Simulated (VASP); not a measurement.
# Mg4Se (P-3m1) in VASP: a series of runs, part 2 of 2

VASP 6.6.1. The steps go on from the part before.

**4. Relaxation of cell and atoms, PBE**

INCAR

```
SYSTEM = Mg4Se
PREC = Accurate ; ENCUT = 600
EDIFF = 1E-6 ; ISMEAR = 0
SIGMA = 0.1 ; LREAL = .FALSE.
LASPH = .TRUE. ; NELM = 80
ALGO = Normal ; ISIF = 3
LWAVE = .FALSE. ; LCHARG = .FALSE.
GGA = PE ; IBRION = 2
NSW = 90 ; EDIFFG = -0.04
```

KPOINTS

```
regular mesh
0
G
  6 6 2
  0 0 0
```

POSCAR

```
Mg4Se
1.0
    3.1396419500      0.0000000000      0.0000000000
   -1.5698209800      2.7190096900      0.0000000000
    0.0000000000      0.0000000000     10.0954602400
Mg Se
4 1
Direct
    0.3333333300      0.6666666700      0.8658552800
    0.3333333300      0.6666666700      0.3767953500
    0.6666666700      0.3333333300      0.1341447200
    0.6666666700      0.3333333300      0.6232046500
    0.0000000000      0.0000000000      0.0000000000
```

Potentials or basis: VASP PAW PBE potentials, release 64 (Mg, Se).

On the command line:

```
cat potpaw_PBE.64/Mg/POTCAR potpaw_PBE.64/Se/POTCAR > POTCAR
mpirun -np 1 vasp_std > vasp.out
```

OUTCAR:

```text
SYSTEM = Mg4Se
   PREC = Accurate
   ENCUT = 600
   EDIFF = 1E-6
   ISMEAR = 0
   LREAL = .FALSE.
   LASPH = .TRUE.
   NELM = 80
   ISIF = 3
   GGA = PE
   IBRION = 2
   NSW = 90
   EDIFFG = -0.04

 ion  position               nearest neighbor table
   1  0.333  0.667  0.866-   5 2.26   5 2.26   5 2.26   4 3.05   4 3.05   4 3.05   3 3.26   3 3.26
                             3 3.26
   2  0.333  0.667  0.377-   3 3.05   3 3.05   3 3.05   4 3.08   4 3.08   4 3.08
   3  0.667  0.333  0.134-   5 2.26   5 2.26   5 2.26   2 3.05   2 3.05   2 3.05   1 3.26   1 3.26
                             1 3.26
   4  0.667  0.333  0.623-   1 3.05   1 3.05   1 3.05   2 3.08   2 3.08   2 3.08
   5  0.000  0.000  0.000-   1 2.26   3 2.26   3 2.26   1 2.26   3 2.26   1 2.26

  LATTYP: Found a hexagonal cell.
 ALAT       =     3.1396419500
 C/A-ratio  =     3.2154813832

  Lattice vectors:

[... 496 lines left out ...]

 number of electron      14.0000001 magnetization

------------------------ aborting loop because EDIFF is reached ----------------------------------------
[... 73 lines left out ...]
--------------------------------------- Ionic step       14  -------------------------------------------

 number of electron      14.0000000 magnetization

 Free energy of the ion-electron system (eV)
  ---------------------------------------------------
  ext. energy  EPLUGINS =         0.00000000
  ---------------------------------------------------
  free energy    TOTEN  =       -11.05576134 eV

  energy without entropy =      -11.04892354  energy(sigma->0) =      -11.05234244

 E-fermi :   2.6912     XC(G=0):  -8.4878

 val. band max:        2.6483793627   @ k =   0.3333   0.0000   0.5000
 cond. band min:       2.7776313294   @ k =   0.1667   0.1667   0.5000
 fundamental gap:      0.1292519667
 Fermi energy:         2.6912237838

 k-point     1 :       0.0000    0.0000    0.0000
  band No.  band energies     occupation
      1     -11.4075      2.00000
      2      -3.4303      2.00000
      3      -2.9170      2.00000
      4      -0.0789      2.00000
      5       0.5101      2.00000
      6       1.4486      2.00000
      7       1.4486      2.00000
      8       5.7725      0.00000
      9       5.9975      0.00000
     10       7.8845      0.00000
     11       8.8689      0.00000
[... 212 lines left out ...]
  FREE ENERGIE OF THE ION-ELECTRON SYSTEM (eV)
  ---------------------------------------------------
  free  energy   TOTEN  =       -11.0557613390 eV

  energy  without entropy=      -11.0489235424  energy(sigma->0) =      -11.05234244

 reached required accuracy - stopping structural energy minimisation
```

OSZICAR:

```text
N       E                     dE             d eps       ncg     rms          rms(c)
DAV:   1     0.445993794859E+02    0.44599E+02   -0.56902E+03   308   0.115E+03
DAV:   2    -0.449059636113E+01   -0.49090E+02   -0.44921E+02   425   0.139E+02
DAV:   3    -0.769884751534E+01   -0.32083E+01   -0.31630E+01   388   0.342E+01
[... 118 lines left out ...]
DAV:   1    -0.110560401196E+02   -0.15098E-02   -0.21154E-02   349   0.847E-01    0.661E-02
DAV:   2    -0.110558790429E+02    0.16108E-03   -0.71127E-04   352   0.175E-01    0.380E-02
DAV:   3    -0.110557628997E+02    0.11614E-03   -0.28395E-04   366   0.940E-02    0.705E-03
DAV:   4    -0.110557619385E+02    0.96125E-06   -0.36825E-05   353   0.347E-02    0.472E-03
DAV:   5    -0.110557613390E+02    0.59944E-06   -0.21895E-06   260   0.863E-03
  14 F= -.11055761E+02 E0= -.11052342E+02  d E =-.123124E-02
```

It took 97 s on 1 thread of Intel Xeon 6975P-C (Granite Rapids), shared host; peak memory 0.25 GiB.

What came out:

```
Free energy                            : -11.0558 eV
Relaxed volume                         : 24.28 Å³/atom
Relaxed cell                           : a = 3.678 Å, b = 3.678 Å, c = 10.364 Å, α = 90.00°, β = 90.00°, γ = 120.00°
Space group after relaxing (to 0.05 Å) : P-3m1 (No. 164)
Energy gained by relaxing              : 753.5 meV/atom
Ionic steps                            : 14
Pressure after relaxing                : 0.0 GPa
Largest force after relaxing           : 0.027 eV/Å
Band gap on the k mesh                 : zero (band 7 reaches 2.78 eV, above the bottom of band 8 at 2.09 eV)
```

Forces on the atoms (eV/Å):
```
Mg   0.000  0.000  0.027
Mg   0.000  0.000  0.008
Mg   0.000  0.000 -0.027
Mg   0.000  0.000 -0.008
Se   0.000  0.000  0.000
```

Stress tensor (GPa, compression positive):
```
-0.13  0.00  0.00
 0.00 -0.13  0.00
 0.00  0.00  0.16
```

The path:
```
step  energy change (eV)  largest force (eV/Å)  pressure (GPa)  volume (Å³)
   1              0.0000                4.9358           34.82        86.18
   2             -3.2592                0.7270           -4.53       141.81
   3             -3.6083                0.1952            0.12       121.98
   4             -3.6094                0.1942           -0.32       123.24
   5             -3.6789                0.2207           -0.15       123.06
   6             -3.7180                0.2525            0.10       122.73
   7             -3.6759                0.4029            0.77       121.67
   8             -3.7237                0.2747            0.27       122.48
   9             -3.7399                0.2299           -0.16       123.37
  10             -3.7495                0.1586           -0.85       124.93
  11             -3.7615                0.0946           -0.50       123.26
  12             -3.7661                0.0448           -0.04       121.40
  13             -3.7661                0.0435           -0.06       121.50
  14             -3.7673                0.0272           -0.04       121.42
```

Final structure:
```xyz
5
Lattice="3.6781 0.0000 0.0000 -1.8391 3.1854 0.0000 0.0000 0.0000 10.3638" Properties=species:S:1:pos:R:3 pbc="T T T"
Mg    0.0000    2.1236    8.7161
Mg    0.0000    2.1236    4.0289
Mg    1.8391    1.0618    1.6477
Mg    1.8391    1.0618    6.3349
Se    0.0000    0.0000    0.0000
```

Caveat: the k points lie up to 0.33 Å⁻¹ apart in the final cell; the volume moved by over 15 % at a fixed basis, so the end points are rough.

**5. Single point, PBE**

This run uses another cell than the first one, of 24.34 Å³/atom, 1.412 times its volume.

INCAR

```
PREC     = Accurate       # precision mode
ENCUT    = 520            # plane-wave cutoff, eV
EDIFF    = 1E-6           # SCF threshold, eV
ISMEAR   = 0              # smearing method
SIGMA    = 0.1            # smearing width, eV
LREAL    = F              # projectors in reciprocal space
LASPH    = T              # aspherical terms in the spheres
NELM     = 80             # most SCF steps
ALGO     = Normal         # electronic algorithm
ISIF     = 2              # what is computed and relaxed
LWAVE    = F              # write WAVECAR
LCHARG   = F              # write CHGCAR
GGA      = PE             # functional
NBANDS   = 15             # bands
```

KPOINTS

```
regular mesh
0
Gamma
  12 12 4
```

POSCAR

```
Mg4Se
1.0
    3.6187174059      0.0000000000      0.0000000000
   -1.8093587030      3.1339012026      0.0000000000
    0.0000000000      0.0000000000     10.7314943188
Mg Se
4 1
Direct
    0.3333333333      0.6666666667      0.8446811038
    0.3333333333      0.6666666667      0.3859627259
    0.6666666667      0.3333333333      0.1553188962
    0.6666666667      0.3333333333      0.6140372741
    0.0000000000      0.0000000000      0.0000000000
```

On the command line:

```
cat potpaw_PBE.64/Mg/POTCAR potpaw_PBE.64/Se/POTCAR > POTCAR
mpirun -np 1 vasp_std > vasp.out
```

Run time: 44 s. Hardware: 1 thread of Intel Xeon 6975P-C (Granite Rapids), shared host; peak memory 0.31 GiB.

It converged, with:

```yaml
Free_energy: -11.0522 eV
Pressure: -0.1 GPa
Band_gap_on_the_k_mesh: zero (band 7 reaches 3.09 eV, above the bottom of band 8 at 2.07 eV)
```

Levels at points of the mesh, in eV from the Fermi level:
```tsv
k point	band 3	band 4	band 5	band 6	band 7	band 8	band 9	band 10	band 11	band 12
(0.00, 0.00, 0.00)	-5.62	-3.00	-2.40	-0.93	-0.93	2.74	3.13	4.86	6.60	6.60
(0.50, 0.00, 0.00)	-3.97	-2.12	-1.97	-1.71	-1.37	0.26	1.20	1.32	2.40	3.36
(0.00, 0.00, 0.50)	-4.89	-4.35	-0.93	-0.93	-0.79	0.70	4.11	6.01	6.62	6.62
(0.50, 0.00, 0.50)	-3.98	-2.20	-2.12	-1.44	-0.60	-0.59	0.12	2.47	2.94	4.25
```

**6. Relaxation of cell and atoms, PBE**

This run uses another cell than the first one, of 24.26 Å³/atom, 1.408 times its volume.

INCAR

```
PREC = Accurate
ENCUT = 600
EDIFF = 1E-6
ISMEAR = 0
SIGMA = 0.1
LREAL = False
LASPH = True
NELM = 100
ALGO = Normal
ISIF = 3
LWAVE = False
LCHARG = False
GGA = PE
IBRION = 2
NSW = 100
EDIFFG = -0.01
```

KPOINTS

```
Automatic mesh
0
Gamma
  12 12 4
```

POSCAR

```
Mg4Se
1.0
    3.6680443917      0.0000000000      0.0000000000
   -1.8340221959      3.1766196254      0.0000000000
    0.0000000000      0.0000000000     10.4119173327
Mg Se
4 1
Direct
    0.3333333333      0.6666666667      0.8415406080
    0.3333333333      0.6666666667      0.3884793800
    0.6666666667      0.3333333333      0.1584593920
    0.6666666667      0.3333333333      0.6115206200
    0.0000000000      0.0000000000      0.0000000000
```

Potentials or basis: VASP PAW PBE potentials, release 64 (Mg, Se).

On the command line:

```
cat potpaw_PBE.64/Mg/POTCAR potpaw_PBE.64/Se/POTCAR > POTCAR
mpirun -np 1 vasp_std > vasp.out
```

Run time: 4.9 min. Hardware: 1 thread of Intel Xeon 6975P-C (Granite Rapids), shared host; peak memory 0.36 GiB.

It converged, with:

```
Free energy                            : -11.0524 eV
Relaxed volume                         : 24.28 Å³/atom
Relaxed cell                           : a = 3.616 Å, b = 3.616 Å, c = 10.721 Å, α = 90.00°, β = 90.00°, γ = 120.00°
Space group after relaxing (to 0.05 Å) : P-3m1 (No. 164)
Energy gained by relaxing              : 6.3 meV/atom
Ionic steps                            : 12
Pressure after relaxing                : 0.0 GPa
Band gap on the k mesh                 : zero (band 7 reaches 3.10 eV, above the bottom of band 8 at 2.08 eV)
```

Forces in eV/Å, atoms in the order of the input:
```
Mg   0.000  0.000  0.002
Mg   0.000  0.000 -0.001
Mg   0.000  0.000 -0.002
Mg   0.000  0.000  0.001
Se   0.000  0.000  0.000
```

Step by step:
```csv
step,energy change (eV),largest force (eV/Å),pressure (GPa),volume (Å³)
1,0.0000,0.0913,0.07,121.32
2,-0.0167,0.1102,-0.07,121.48
3,-0.0276,0.1336,-0.27,121.71
4,-0.0276,0.1337,-0.25,121.70
5,-0.0300,0.0531,0.08,120.85
6,-0.0301,0.0421,0.15,120.66
7,-0.0309,0.0322,0.08,121.03
8,-0.0312,0.0206,-0.05,121.68
9,-0.0313,0.0197,-0.03,121.51
10,-0.0313,0.0205,-0.01,121.48
11,-0.0313,0.0113,-0.01,121.45
12,-0.0314,0.0024,0.00,121.41
```

Final structure:
```xyz
5
Lattice="3.6161 0.0000 0.0000 -1.8081 3.1317 0.0000 0.0000 0.0000 10.7207" Properties=species:S:1:pos:R:3 pbc="T T T"
Mg    0.0000    2.0878    9.0541
Mg    0.0000    2.0878    4.1383
Mg    1.8081    1.0439    1.6666
Mg    1.8081    1.0439    6.5825
Se    0.0000    0.0000    0.0000
```

Levels at points of the mesh, in eV from the Fermi level:
```
           k point  band 5  band 6  band 7  band 8  band 9  band 10
(0.00, 0.00, 0.00)   -2.40   -0.92   -0.92    2.75    3.14     4.87
(0.50, 0.00, 0.00)   -1.98   -1.72   -1.37    0.26    1.20     1.32
(0.00, 0.00, 0.50)   -0.92   -0.92   -0.79    0.71    4.13     6.02
(0.50, 0.00, 0.50)   -2.11   -1.44   -0.60   -0.59    0.12     2.47
```

**7. Summary**

```csv
task,cell,k mesh,cutoff (eV),gap on the mesh (eV),pressure (GPa),relaxed volume (Å³/atom),largest force (eV/Å)
single point,"a = 3.140, b = 3.140, c = 10.095 Å, angles 90.0, 90.0, 120.0°, 5 atoms",6 × 6 × 2,520,none,34.8,-,4.94
single point,"a = 3.668, b = 3.668, c = 10.412 Å, angles 90.0, 90.0, 120.0°, 5 atoms",6 × 6 × 2,520,none,0.0,-,0.01
relaxation of cell and atoms,"relaxed from a = 3.140, b = 3.140, c = 10.095 Å, angles 90.0, 90.0, 120.0°, 5 atoms",6 × 6 × 2,600,none,0.0,24.28,0.03
single point,"a = 3.619, b = 3.619, c = 10.731 Å, angles 90.0, 90.0, 120.0°, 5 atoms",12 × 12 × 4,520,none,-0.1,-,-
relaxation of cell and atoms,"relaxed from a = 3.668, b = 3.668, c = 10.412 Å, angles 90.0, 90.0, 120.0°, 5 atoms",12 × 12 × 4,600,none,0.0,24.28,-
```

Alike in all rows: level PBE; potentials or basis VASP PAW PBE potentials, release 64 (Mg, Se); no spin polarisation; smearing gaussian 0.1 eV.

Caveats: some runs use coarse meshes; forces of over 1 eV/Å act on the atoms, so gaps and moduli don't describe the material at rest (some runs); the volume moved by over 15 % at a fixed basis, so the end points are rough (some runs).

Absolute energies hang on the potentials; compare differences alone.
